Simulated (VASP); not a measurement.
# Sc (P6_3/mmc) in VASP: a series of runs

Sc is run at these levels: PBEsol; tasks: electric field gradients, vibrations by perturbation theory.

All numbers are computed with VASP 6.6.1; they aren't measurements. Logs are shortened: lines on timing, memory, paths and dates and some standing lists are left out, and cuts for length are marked.

## (1) The cell of the first run

It takes space group P6_3/mmc (No. 194, hexagonal). Conventional cell: a = 3.274 Å, b = 3.274 Å, c = 5.128 Å, α = 90.00°, β = 90.00°, γ = 120.00°. Sc (site symmetry -6m2) has 12 Sc at 3.19 to 3.27 Å within 4.2 Å.

## (2) Electric field gradients, PBEsol

INCAR reads:

```
PREC = Accurate ; ENCUT = 520
EDIFF = 1E-8 ; ISMEAR = -1
SIGMA = 0.15 ; LREAL = False
LASPH = True ; NELM = 100
ALGO = Normal ; ISIF = 2
LWAVE = False ; LCHARG = False
GGA = PS ; LEFG = True
NBANDS = 18
```

KPOINTS reads:

```
regular mesh
0
Gamma
  15 15 8
```

POSCAR reads:

```
Sc
1.0
    3.2740463808      0.0000000000      0.0000000000
   -1.6370231904      2.8354073389      0.0000000000
    0.0000000000      0.0000000000      5.1283927753
Sc
2
Direct
    0.3333333333      0.6666666667      0.2500000000
    0.6666666667      0.3333333333      0.7500000000
```

Potentials or basis: VASP PAW PBE potentials, release 64 (Sc_sv).

Started as:

```bash
$ cat potpaw_PBE.64/Sc_sv/POTCAR > POTCAR
$ mpirun -np 1 vasp_std > vasp.out
```

OUTCAR:

```text
PREC = Accurate
   ENCUT = 520
   EDIFF = 1E-8
   ISMEAR = -1
   LREAL = False
   LASPH = True
   NELM = 100
   ISIF = 2
   GGA = PS

 ion  position               nearest neighbor table
   1  0.333  0.667  0.250-   2 3.19   2 3.19   2 3.19   2 3.19   2 3.19   2 3.19
   2  0.667  0.333  0.750-   1 3.19   1 3.19   1 3.19   1 3.19   1 3.19   1 3.19

  LATTYP: Found a hexagonal cell.
 ALAT       =     3.2740463808
 C/A-ratio  =     1.5663775582

  Lattice vectors:

 A1 = (   3.2740463808,   0.0000000000,   0.0000000000)
 A2 = (  -1.6370231904,   2.8354073389,   0.0000000000)
 A3 = (   0.0000000000,   0.0000000000,   5.1283927753)

Analysis of symmetry for initial positions (statically):
=====================================================================
 Subroutine PRICEL returns:
 Original cell was already a primitive cell.

 Routine SETGRP: Setting up the symmetry group for a
 hexagonal supercell.

 Subroutine GETGRP returns: Found 24 space group operations
 (whereof 12 operations were pure point group operations)
 out of a pool of 24 trial point group operations.

The static configuration has the point symmetry D_3d.
 The point group associated with its full space group is D_6h.

Analysis of symmetry for dynamics (positions and initial velocities):
=====================================================================
 Subroutine PRICEL returns:
 Original cell was already a primitive cell.

 Routine SETGRP: Setting up the symmetry group for a
 hexagonal supercell.

 Subroutine GETGRP returns: Found 24 space group operations
 (whereof 12 operations were pure point group operations)
 out of a pool of 24 trial point group operations.

The dynamic configuration has the point symmetry D_3d.
 The point group associated with its full space group is D_6h.

 Subroutine INISYM returns: Found 24 space group operations
 (whereof 12 operations are pure point group operations),
 and found     1 'primitive' translations

----------------------------------------------------------------------------------------

[... 123 lines left out ...]
 non-spin polarized calculation
  energy-cutoff  :      520.00
  volume of cell :       47.61
 maximum number of plane-waves:      1298
   NGX = 13   NGY = 13   NGZ = 19

 number of electron      22.0000003 magnetization

 Free energy of the ion-electron system (eV)
  ---------------------------------------------------
  ext. energy  EPLUGINS =         0.00000000
  ---------------------------------------------------
  free energy    TOTEN  =       -13.34644589 eV

  energy without entropy =      -13.09417312  energy(sigma->0) =      -13.22030951

 E-fermi :   3.7847     XC(G=0): -10.1321

 val. band max:        3.7817266759   @ k =   0.4667   0.0667   0.3750
 cond. band min:       3.7919993042   @ k =   0.4000   0.2000   0.3750
 fundamental gap:      0.0102726283
 Fermi energy:         3.7846668826

 k-point     1 :       0.0000    0.0000    0.0000
  band No.  band energies     occupation
      1     -45.3253      2.00000
      2     -45.2427      2.00000
      3     -24.2838      2.00000
      4     -23.8827      2.00000
      5     -23.8827      2.00000
      6     -23.8093      2.00000
[... 481 lines left out ...]
      5     -24.0416      2.00000
      6     -24.0301      2.00000
[... 10 lines left out ...]
     17       7.7231      0.00000
     18       7.8224      0.00000

 [... further k-points ...]

------------------------ aborting loop because EDIFF is reached ----------------------------------------

  FORCE on cell =-STRESS in cart. coord.  units (eV):
  Direction    XX          YY          ZZ          XY          YZ          ZX
  --------------------------------------------------------------------------------------
  -------------------------------------------------------------------------------------
  Total        0.0046058      0.0046058      0.0039391      0.0000000     -0.0000000      0.0000000
  in kB        0.1550011      0.1550011      0.1325647      0.0000000     -0.0000000      0.0000000
  external PRESSURE =       0.1475223 kB  Pullay stress =       0.0000000 kB

 VOLUME and BASIS-vectors are now :
 -----------------------------------------------------------------------------
  energy-cutoff  :      520.00
  volume of cell :       47.61
      direct lattice vectors                 reciprocal lattice vectors
     3.274046381  0.000000000  0.000000000     0.305432448  0.176341506  0.000000000
    -1.637023190  2.835407339  0.000000000     0.000000000  0.352683012  0.000000000
     0.000000000  0.000000000  5.128392775     0.000000000  0.000000000  0.194992865

 POSITION                                       TOTAL-FORCE (eV/Angst)
 -----------------------------------------------------------------------------------
     -0.00000      1.89027      1.28210         0.000000     -0.000000      0.000000
      1.63702      0.94514      3.84629        -0.000000      0.000000      0.000000
 -----------------------------------------------------------------------------------
    total drift:                                0.000000     -0.000000      0.000000

  FREE ENERGIE OF THE ION-ELECTRON SYSTEM (eV)
  ---------------------------------------------------
  free  energy   TOTEN  =       -13.3464458906 eV

  energy  without entropy=      -13.0941731246  energy(sigma->0) =      -13.22030951

 Electric field gradients (V/A^2)
---------------------------------------------------------------------
 ion       V_xx      V_yy      V_zz      V_xy      V_xz      V_yz
---------------------------------------------------------------------
   1      -6.506    -6.506    13.012     0.000    -0.000    -0.000
   2      -6.506    -6.506    13.012     0.000    -0.000    -0.000
---------------------------------------------------------------------

 Electric field gradients after diagonalization (V/A^2)
 (convention: |V_zz| > |V_xx| > |V_yy|)
----------------------------------------------------------------------
 ion       V_xx      V_yy      V_zz     asymmetry (V_yy - V_xx)/ V_zz
----------------------------------------------------------------------
   1      -6.506    -6.506    13.012       0.000
   2      -6.506    -6.506    13.012       0.000
----------------------------------------------------------------------

           NMR quadrupolar parameters

 Cq : quadrupolar parameter    Cq=e*Q*V_zz/h
 eta: asymmetry parameters     (V_yy - V_xx)/ V_zz
 Q  : nuclear electric quadrupole moment in mb (millibarn)
----------------------------------------------------------------------
 ion       Cq(MHz)       eta       Q (mb)
----------------------------------------------------------------------
   1       0.031       0.000       1.000
   2       0.031       0.000       1.000
----------------------------------------------------------------------
```

It took 32 s on 1 thread of Intel Xeon 6975P-C (Granite Rapids), shared host; peak memory 0.22 GiB.

What came out:

* Free energy: -13.3464 eV
* Pressure: 0.0 GPa
* Band gap on the k mesh: zero (bands 11 and 12 overlap by 1.51 eV)
* Largest electric field gradient by atom: Sc +13.0 V/Å²

Electric field gradients, principal values (V/Å²):
```csv
atom,least,middle,greatest (by size)
1 Sc,-6.506,-6.506,13.012
2 Sc,-6.506,-6.506,13.012
```

Caveat: without QUAD_EFG the Cq values of the log hold for a quadrupole moment of 1 mb, not for the nuclei; the PAW data sets were made with another functional, which shifts forces and pressure a little.

## (3) Vibrations by perturbation theory, PBEsol

INCAR reads:

```
PREC     = Accurate       # precision mode
ENCUT    = 520            # plane-wave cutoff, eV
EDIFF    = 1E-8           # SCF threshold, eV
ISMEAR   = -1             # smearing method
SIGMA    = 0.15           # smearing width, eV
LREAL    = F              # projectors in reciprocal space
LASPH    = T              # aspherical terms in the spheres
NELM     = 100            # most SCF steps
ALGO     = Fast           # electronic algorithm
ISIF     = 2              # what is computed and relaxed
LWAVE    = F              # write WAVECAR
LCHARG   = F              # write CHGCAR
GGA      = PS             # functional
IBRION   = 8              # ionic algorithm
NSW      = 1              # ionic steps
```

KPOINTS is that of step 2.

POSCAR is that of step 2.

Potentials or basis: VASP PAW PBE potentials, release 64 (Sc_sv).

Started as:

```bash
$ cat potpaw_PBE.64/Sc_sv/POTCAR > POTCAR
$ mpirun -np 1 vasp_std > vasp.out
```

OUTCAR:

```text
PREC = Accurate
   ENCUT = 520
   EDIFF = 1E-8
   ISMEAR = -1
   LREAL = F
   LASPH = T
   NELM = 100
   ISIF = 2
   GGA = PS
   IBRION = 8
   NSW = 1

 ion  position               nearest neighbor table
   1  0.333  0.667  0.250-   2 3.19   2 3.19   2 3.19   2 3.19   2 3.19   2 3.19
   2  0.667  0.333  0.750-   1 3.19   1 3.19   1 3.19   1 3.19   1 3.19   1 3.19

  LATTYP: Found a hexagonal cell.
 ALAT       =     3.2740463808
 C/A-ratio  =     1.5663775582

  Lattice vectors:

 A1 = (   3.2740463808,   0.0000000000,   0.0000000000)
 A2 = (  -1.6370231904,   2.8354073389,   0.0000000000)
 A3 = (   0.0000000000,   0.0000000000,   5.1283927753)

Analysis of symmetry for initial positions (statically):
=====================================================================
 Subroutine PRICEL returns:
 Original cell was already a primitive cell.

 Routine SETGRP: Setting up the symmetry group for a
[... 666 lines left out ...]
     0.00662  0.00000  0.00000
    -0.00000  0.00662  0.00000
     0.00000  0.00000 -0.01971

 INTERNAL STRAIN TENSOR FOR ION    2 for displacements in x,y,z  (eV/Angst):
          X           Y           Z          XY          YZ          ZX
  --------------------------------------------------------------------------------
  x     0.00000     0.00000     0.00000     2.06924     0.00000     0.00000
  y     2.06924    -2.06924    -0.00000     0.00000     0.00000     0.00000
  z     0.00000    -0.00000     0.00000     0.00000     0.00000     0.00000

 SECOND DERIVATIVES (NOT SYMMETRIZED)
 ------------------------------------
               1X          1Y          1Z          2X          2Y          2Z
  1X    -1.517937    0.000000    0.000000    1.517937    0.000000    0.000000
  1Y     0.000000   -1.517937    0.000000    0.000000    1.517937    0.000000
  1Z     0.000000    0.000000   -4.031838    0.000000    0.000000    4.031838
  2X     1.517937    0.000000    0.000000   -1.517937    0.000000    0.000000
  2Y     0.000000    1.517937    0.000000    0.000000   -1.517937    0.000000
  2Z     0.000000    0.000000    4.031838    0.000000    0.000000   -4.031838

 Eigenvectors and eigenvalues of the dynamical matrix
 ----------------------------------------------------

   1 f  =    6.620998 THz    41.600957 2PiTHz  220.852719 cm-1    27.382235 meV
             X         Y         Z           dx          dy          dz
     -0.000000  1.890272  1.282098     0.000000    0.000000    0.707107
      1.637023  0.945136  3.846295     0.000000    0.000000   -0.707107
[... 16 lines left out ...]
   5 f  =    0.000000 THz     0.000000 2PiTHz    0.000002 cm-1     0.000000 meV
             X         Y         Z           dx          dy          dz
     -0.000000  1.890272  1.282098    -0.635194   -0.310620   -0.006598
      1.637023  0.945136  3.846295    -0.635194   -0.310620   -0.006598

   6 f/i=    0.000000 THz     0.000000 2PiTHz    0.000001 cm-1     0.000000 meV
             X         Y         Z           dx          dy          dz
     -0.000000  1.890272  1.282098    -0.310188    0.633170    0.053659
      1.637023  0.945136  3.846295    -0.310188    0.633170    0.053659

--------------------------------------------------------------------------------------------------------

 ELASTIC MODULI CONTR FROM IONIC RELAXATION (kBar)
 Direction    XX          YY          ZZ          XY          YZ          ZX
 --------------------------------------------------------------------------------
 XX         -94.9288     94.9288      0.0000     -0.0000      0.0000      0.0000
 YY          94.9288    -94.9288     -0.0000      0.0000      0.0000      0.0000
 ZZ           0.0000     -0.0000     -0.0000      0.0000      0.0000      0.0000
 XY          -0.0000      0.0000      0.0000    -94.9288      0.0000      0.0000
 YZ           0.0000      0.0000      0.0000      0.0000      0.0000      0.0000
 ZX           0.0000      0.0000      0.0000      0.0000      0.0000      0.0000
 --------------------------------------------------------------------------------
```

OSZICAR:

```text
N       E                     dE             d eps       ncg     rms          rms(c)
DAV:   1     0.389260036919E+03    0.38926E+03   -0.11075E+04  4058   0.157E+03
DAV:   2     0.980123901994E+01   -0.37946E+03   -0.37405E+03  5688   0.664E+02
DAV:   3    -0.144934806274E+02   -0.24295E+02   -0.23681E+02  6830   0.191E+02
DAV:   4    -0.148314081948E+02   -0.33793E+00   -0.33260E+00  6223   0.222E+01
[... 68 lines left out ...]
RMM:  16    -0.807176447267E+00    0.28920E-07   -0.32417E-07 11413   0.161E-04    0.258E-06
RMM:  17    -0.807176466974E+00   -0.19707E-07   -0.23958E-07 11755   0.142E-04    0.159E-06
RMM:  18    -0.807176471673E+00   -0.46997E-08   -0.13607E-07 11558   0.130E-04    0.657E-07
RMM:  19    -0.807176468545E+00    0.31285E-08   -0.12026E-07 12522   0.114E-04    0.106E-06
RMM:  20    -0.807176465273E+00    0.32716E-08   -0.71560E-08 12266   0.106E-04    0.841E-07
 Linear response finished
```

stdout:

```text
POSCAR found type information on POSCAR Sc
 POSCAR found :  1 types and       2 ions
 scaLAPACK will be used
 -----------------------------------------------------------------------------
|                                                                             |
|                                                                             |
|     You enforced a specific xc type in the INCAR file but a different       |
|     I HOPE YOU KNOW WHAT YOU ARE DOING!                                     |
|                                                                             |
 -----------------------------------------------------------------------------

 LDA part: xc-table for (Slater+PW92), standard interpolation
 POSCAR, INCAR and KPOINTS ok, starting setup
 FFT: planning ... GRIDC
 FFT: planning ... GRID_SOFT
 FFT: planning ... GRID
 WAVECAR not read
 entering main loop
 Linear response reoptimize wavefunctions to high precision
 Linear response DOF=           2
 Linear response progress:
 first order change of Fermi-energy   0.14653E-04
 force on displaced ion       1 direction 1 :  -1.518  -0.000   0.000
 Linear response progress:
 first order change of Fermi-energy   0.64359E-04
 force on displaced ion       1 direction 3 :   0.000  -0.000  -4.032
 Linear response finished
```

Run time: 6.7 min. Hardware: 1 thread of Intel Xeon 6975P-C (Granite Rapids), shared host; peak memory 0.8 GiB.

Results:

| Item | Value |
| --- | --- |
| Highest phonon frequency at Γ | 221 cm⁻¹ |

Phonon frequencies in cm⁻¹ (negative: imaginary):
| q point | frequencies |
| --- | --- |
| (0.000, 0.000, 0.000) | 0 0 0 136 136 221 |

Caveat: the PAW data sets were made with another functional, which shifts forces and pressure a little.
